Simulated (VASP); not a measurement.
The system is Mg.

```xyz
2
Lattice="3.2306 0.0000 0.0000 -1.6153 2.7977 0.0000 0.0000 0.0000 5.2448" Properties=species:S:1:pos:R:3 pbc="T T T"
Mg    1.6153    0.9326    3.9336
Mg    0.0000    1.8652    1.3112
```

Base run:

```yaml
Program: VASP 6.6.1
Functional: PBEsol
Dispersion: D3(BJ)
Potentials_or_basis: VASP PAW PBE potentials, release 64 (Mg)
Cutoff: 520 eV
k_mesh: 10 × 10 × 5
Occupations: fermi-dirac, width 0.05 eV
Spin: no spin polarisation
```

Its results: band gap on the k mesh zero (band 2 reaches 3.09 eV, above the bottom of band 3 at 1.19 eV); pressure -3.5 GPa.

Problem. After a change of settings the same cell gave: band gap on the k mesh zero (band 2 reaches 3.09 eV, above the bottom of band 3 at 1.19 eV); pressure -1.7 GPa. Which change was it?
A. functional from PBEsol to RPBE; further incar settings from ALGO = Normal; EDIFF = 1e-06; NBANDS = 9 to ALGO = Normal; EDIFF = 1e-07; NBANDS = 9
B. functional from PBEsol to BLYP; further incar settings from ALGO = Normal; EDIFF = 1e-06; NBANDS = 9 to ALGO = Fast; EDIFF = 1e-07; NBANDS = 9
C. dispersion from D3(BJ) to none

Solution. C.

Dispersion adds attraction, which lowers the pressure at fixed volume and, as a term added to the energy, leaves the levels alone.

Caveats: the PAW data sets were made with another functional, which shifts forces and pressure a little; pairwise dispersion overbinds metals, which lowers pressure and volume (some runs).
